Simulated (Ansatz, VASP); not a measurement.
**Two plane-wave programs on CsCl**

The input POSCAR:

```
CsCl
1.0
    4.1368324570      0.0000000000      0.0000000000
    0.0000000000      4.1368324570      0.0000000000
    0.0000000000      0.0000000000      4.1368324570
Cs Cl
1 1
Direct
    0.0000000000      0.0000000000      0.0000000000
    0.5000000000      0.5000000000      0.5000000000
```

INCAR.step1

```
PREC = Accurate
ENCUT = 550
ISMEAR = 0
SIGMA = 0.01
LREAL = F
LASPH = T
NELM = 120
NBANDS = 15
GGA = PE
ALGO = Normal
EDIFF = 1E-5
LWAVE = T
LCHARG = F
GGA_COMPAT = F
```

INCAR.step2

```
PREC = Accurate
ENCUT = 550
EDIFF = 1E-6
ISMEAR = 0
SIGMA = 0.01
LREAL = F
LASPH = T
NELM = 120
ALGO = Normal
ISIF = 2
LWAVE = F
LCHARG = F
METAGGA = R2SCAN
LMIXTAU = T
NBANDS = 15
ISTART = 1
GGA_COMPAT = F
```

Contents of KPOINTS:

```
Automatic mesh
0
Gamma
  6 6 6
```

Input for Ansatz:

```yaml
crystal:
  lattice:
    - [4.136832457, 0.0, 0.0]
    - [0.0, 4.136832457, 0.0]
    - [0.0, 0.0, 4.136832457]
  atoms:
    - { symbol: Cs, position: [0.0, 0.0, 0.0] }
    - { symbol: Cl, position: [0.5, 0.5, 0.5] }
kpoints:
  mp_grid: { grid: [6, 6, 6] }
  band_path:
    path: [[0.0, 0.0, 0.0], [0.0, 0.5, 0.0], [0.5, 0.5, 0.0], [0.5, 0.5, 0.5]]
    npoints: 1
hamiltonian:
  xc: r2scan
scf:
  occupations: { method: fixed }
  n_extra_bands: 4
output:
  forces: true
  stress: true
  eigenvalues: true
```

Alike in both runs: task single point; functional r2SCAN; k mesh 6 × 6 × 6; no spin polarisation.

|  | VASP | Ansatz |
| --- | --- | --- |
| version | VASP 6.6.1 | Ansatz 0.2.0 |
| potentials or method | VASP PAW PBE potentials, release 64 (Cs_sv, Cl) | plane waves, PAW |
| plane-wave cutoff (eV) | 550 | 500 |
| occupations | gaussian, width 0.01 eV | fixed |
| valence electrons in the cell | 16 | 16 |

```tsv
	VASP	Ansatz	Ansatz less VASP
gap on the k mesh at the Fermi level (eV)	5.91	5.91	+0.003
pressure (GPa)	0.1	0.0	-0.04
```

VASP's potentials were made for PBE, not for r2SCAN.

Neither program's run includes spin-orbit coupling.
